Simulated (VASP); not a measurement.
Set up this calculation in VASP 6.6.1, as the native input.

| Item | Value |
| --- | --- |
| Task | single point |
| Functional | LDA |
| Potentials or basis | VASP PAW LDA potentials, release 64 (Ge_d) |
| Cutoff | 500 eV |
| k mesh | 14 × 14 × 14 |
| Occupations | gaussian, width 0.05 eV |
| Spin | no spin polarisation |
| Dipole correction | no |
| Further INCAR settings | ALGO = Normal; EDIFF = 1e-06; NBANDS = 21 |

The structure of Ge lies in POSCAR:

```
Ge
1.0
    0.0000000000      2.8109992689      2.8109992689
    2.8109992689      0.0000000000      2.8109992689
    2.8109992689      2.8109992689      0.0000000000
Ge
2
Direct
    0.5000000000      0.5000000000      0.5000000000
    0.7500000000      0.7500000000      0.7500000000
```

The input as run:

INCAR

```
SYSTEM = Ge
ALGO     = Normal         ! electronic algorithm
EDIFF    = 1E-6           ! SCF threshold, eV
ENCUT    = 500            ! plane-wave cutoff, eV
GGA      = CA             ! functional
GGA_COMPAT= .FALSE.      
ISIF     = 2              ! what is computed and relaxed
ISMEAR   = 0              ! smearing method
LASPH    = .TRUE.         ! aspherical terms in the spheres
LCHARG   = .FALSE.        ! write CHGCAR
LREAL    = .FALSE.        ! projectors in reciprocal space
LWAVE    = .FALSE.        ! write WAVECAR
NBANDS   = 21             ! bands
NELM     = 120            ! most SCF steps
PREC     = Accurate       ! precision mode
SIGMA    = 0.05           ! smearing width, eV
```

KPOINTS

```
k-points
0
G
  14 14 14
  0 0 0
```

Potentials or basis: VASP PAW LDA potentials, release 64 (Ge_d).

Run with:

```bash
$ cat potpaw_LDA.64/Ge_d/POTCAR > POTCAR
$ mpirun -np 1 vasp_std > vasp.out
```

It gave:

* Pressure: 0.2 GPa

It took 30 s on 1 thread of Intel(R) Xeon(R) 6975P-C (Granite Rapids), on a shared host, peak memory 0.19 GiB.
